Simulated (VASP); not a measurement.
Wanted: the native input for a VASP 6.6.1 run.

```
Task                   : single point
Functional             : PBEsol
Potentials or basis    : VASP PAW PBE potentials, release 64 (Sr_sv, S, O)
Cutoff                 : 520 eV
k mesh                 : 4 × 4 × 4
Occupations            : gaussian, width 0.01 eV
Spin                   : no spin polarisation
Dipole correction      : no
Further INCAR settings : ALGO = Normal; EDIFF = 1e-06; NBANDS = 24
```

The structure of Sr2SO lies in POSCAR:

```
Sr2SO
1.0
    4.0432370000      0.0000000000      0.0000000000
    0.0000000000      4.0432370000      0.0000000000
    0.0000000000      0.0000000000      5.7180000000
Sr S O
2 1 1
Direct
    0.0000000000      0.0000000000      0.0000000000
    0.5000000000      0.5000000000      0.5000000000
    0.0000000000      0.0000000000      0.5000000000
    0.5000000000      0.5000000000      0.0000000000
```

These files were run (other wordings do the same):

INCAR

```
ALGO = Normal ; EDIFF = 1E-6
ENCUT = 520 ; GGA = PS
ISIF = 2 ; ISMEAR = 0
LASPH = T ; LCHARG = T
LELF = T ; LREAL = F
LVHAR = T ; LWAVE = F
NBANDS = 24 ; NELM = 100
PREC = Accurate ; SIGMA = 0.01
```

KPOINTS

```
k-points
0
Gamma
  4 4 4
```

Potentials or basis: VASP PAW PBE potentials, release 64 (Sr_sv, S, O).

The run is started by

```bash
$ cat potpaw_PBE.64/Sr_sv/POTCAR potpaw_PBE.64/S/POTCAR potpaw_PBE.64/O/POTCAR > POTCAR
$ mpirun -np 1 vasp_std > vasp.out
```

It gave:

```json
{
  "Pressure": "-2.4 GPa",
  "Band gap on the k mesh": "2.12 eV, direct"
}
```

Caveat: the PAW data sets were made with another functional, which shifts forces and pressure a little.

It took 28 s on 1 thread of Intel(R) Xeon(R) 6975P-C (Granite Rapids), with other jobs on the host, peak memory 0.21 GiB.
